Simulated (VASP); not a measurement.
Input of a VASP 6.6.1 run:

File POSCAR:

```
SrLi2SnS4
1.0
   -3.4077416142      3.4077416142      4.0930970919
    3.4077416142     -3.4077416142      4.0930970919
    3.4077416142      3.4077416142     -4.0930970919
Li Sr Sn S
2 1 1 4
Direct
    0.2500000000      0.7500000000      0.5000000000
    0.7500000000      0.2500000000      0.5000000000
    0.5000000000      0.5000000000      0.0000000000
    0.0000000000      0.0000000000      0.0000000000
    0.0368209321      0.0368209321      0.4152325976
    0.9631790679      0.3784116655      0.0000000000
    0.6215883345      0.6215883345      0.5847674024
    0.3784116655      0.9631790679      0.0000000000
```

Contents of INCAR.step1:

```
SYSTEM = SrLi2SnS4
PREC = Accurate
ENCUT = 520
ISMEAR = 0
SIGMA = 0.01
LREAL = .False.
LASPH = .True.
NELM = 60
NBANDS = 37
GGA = PE
ALGO = Normal
EDIFF = 1E-4
LWAVE = .True.
LCHARG = .False.
```

File INCAR.step2:

```
SYSTEM = SrLi2SnS4
PREC = Accurate
ENCUT = 520
EDIFF = 1E-6
ISMEAR = 0
SIGMA = 0.01
LREAL = .False.
LASPH = .True.
NELM = 60
ALGO = Normal
ISIF = 2
LWAVE = .False.
LCHARG = .False.
METAGGA = R2SCAN
LMIXTAU = .True.
NBANDS = 37
ISTART = 1
```

Contents of KPOINTS:

```
regular mesh
0
Gamma
  4 4 4
  0 0 0
```

Potentials or basis: VASP PAW PBE potentials, release 64 (Li_sv, Sr_sv, Sn_d, S).

The run is started by

```console
$ cat potpaw_PBE.64/Li_sv/POTCAR potpaw_PBE.64/Sr_sv/POTCAR potpaw_PBE.64/Sn_d/POTCAR potpaw_PBE.64/S/POTCAR > POTCAR
$ cp INCAR.step1 INCAR
$ mpirun -np 1 vasp_std > vasp.out
$ cp INCAR.step2 INCAR
$ mpirun -np 1 vasp_std > vasp.out
```

Predict the largest force.

0.393 eV/Å.

Estimate the band gap on the k mesh.

2.78 eV.

Forces in eV/Å, atoms in the order of the input:
```
Li   0.000  0.000  0.000
Li   0.000  0.000  0.000
Sr   0.000  0.000  0.000
Sn   0.000  0.000  0.000
S   -0.235 -0.235  0.210
S   -0.235  0.235 -0.210
S    0.235  0.235  0.210
S    0.235 -0.235 -0.210
```

Caveat: the PAW data sets were made with another functional, which shifts forces and pressure a little; spin-orbit coupling is left out, which moves the levels of the heavy elements. A k mesh can miss the band edges.
